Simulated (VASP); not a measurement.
# Ti: single point with r2SCAN

The system is Ti.

```
CELL_PARAMETERS angstrom
3.14050 0.00000 0.00000
-1.57025 2.71975 0.00000
0.00000 0.00000 5.00950
ATOMIC_POSITIONS crystal
Ti 0.33333 0.66667 0.25000
Ti 0.66667 0.33333 0.75000
```

```yaml
Program: VASP 6.6.1
Task: single point
Functional: r2SCAN
Potentials_or_basis: VASP PAW PBE potentials, release 64 (Ti_sv)
Cutoff: 520 eV
k_mesh: 18 × 18 × 10
Occupations: methfessel-paxton, width 0.05 eV
Spin: no spin polarisation
```

```
Pressure               : -16.8 GPa
Band gap on the k mesh : zero (band 12 reaches 7.07 eV, above the bottom of band 13 at 5.96 eV)
```

Stress tensor (GPa, compression positive):
```
-16.57   0.00   0.00
  0.00 -16.57   0.00
  0.00   0.00 -17.27
```

Levels at points of the mesh, in eV from the Fermi level:
| k point | band 9 | band 10 | band 11 | band 12 | band 13 | band 14 | band 15 | band 16 |
| --- | --- | --- | --- | --- | --- | --- | --- | --- |
| (0.00, 0.00, 0.00) | -6.09 | -2.40 | 0.08 | 0.72 | 0.72 | 0.73 | 1.09 | 1.09 |
| (0.50, 0.00, 0.00) | -2.25 | -1.75 | -1.45 | -0.92 | 0.49 | 0.56 | 0.93 | 2.71 |
| (0.00, 0.00, 0.50) | -4.43 | -4.43 | 0.03 | 0.03 | 0.66 | 0.66 | 0.66 | 0.66 |
| (0.50, 0.00, 0.50) | -2.17 | -2.17 | -0.70 | -0.70 | 0.80 | 0.80 | 1.51 | 1.51 |

Wall time 7.5 min on 1 thread of Intel(R) Xeon(R) Platinum 8488C (Sapphire Rapids) (shared host), peak memory 0.27 GiB.

Caveat: the PAW data sets were made with another functional, which shifts forces and pressure a little.
